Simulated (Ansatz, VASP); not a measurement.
**Bi in VASP and in Ansatz**

File INCAR:

```
SYSTEM = Bi
PREC = Accurate ; ENCUT = 600
EDIFF = 1E-6 ; ISMEAR = -1
SIGMA = 0.05 ; LREAL = .False.
LASPH = .True. ; NELM = 80
ALGO = Normal ; ISIF = 3
LWAVE = .False. ; LCHARG = .False.
GGA = PE ; IVDW = 13
IBRION = 2 ; NSW = 80
EDIFFG = -0.005
```

The input KPOINTS:

```
regular mesh
0
Gamma
  9 9 9
  0 0 0
```

The input POSCAR:

```
Bi
1.0
   -1.9814305318      1.9814305318      1.9814305318
    1.9814305318     -1.9814305318      1.9814305318
    1.9814305318      1.9814305318     -1.9814305318
Bi
1
Direct
    0.0000000000      0.0000000000      0.0000000000
```

input.yaml

```yaml
crystal:
  lattice:
    - [-1.9814305318, 1.9814305318, 1.9814305318]
    - [1.9814305318, -1.9814305318, 1.9814305318]
    - [1.9814305318, 1.9814305318, -1.9814305318]
  atoms:
    - { symbol: Bi, position: [0.0, 0.0, 0.0] }
kpoints:
  mp_grid: { grid: [9, 9, 9] }
scf:
  occupations: { method: fermi_dirac, width: 0.05 }
hamiltonian:
  xc: pbe
  dispersion: d4
  pseudopotentials: { kind: all_electron, lapw: { basis_error: 0.001 } }
output:
  forces: true
  stress: true
relax:
  f_tol: 0.005
  max_steps: 60
  cell: {}
```

Alike in both runs: task relaxation of cell and atoms; functional PBE; dispersion D4; k mesh 9 × 9 × 9; occupations fermi-dirac, width 0.05 eV; no spin polarisation.

|  | VASP | Ansatz |
| --- | --- | --- |
| version | VASP 6.6.1 | Ansatz 0.2.0 |
| potentials or method | VASP PAW PBE potentials, release 64 (Bi_d), cutoff 600 eV | all-electron LAPW, scalar-relativistic |

|  | VASP | Ansatz | Ansatz less VASP |
| --- | --- | --- | --- |
| relaxed volume (Å³/atom) | 30.17 | 30.19 | +0.023 |
| relaxed cell length with the largest relative difference (Å) | 3.397 | 3.398 | +0.0009 |

Ansatz ran all-electron here, and VASP with PAW potentials.

Neither program's run includes spin-orbit coupling.
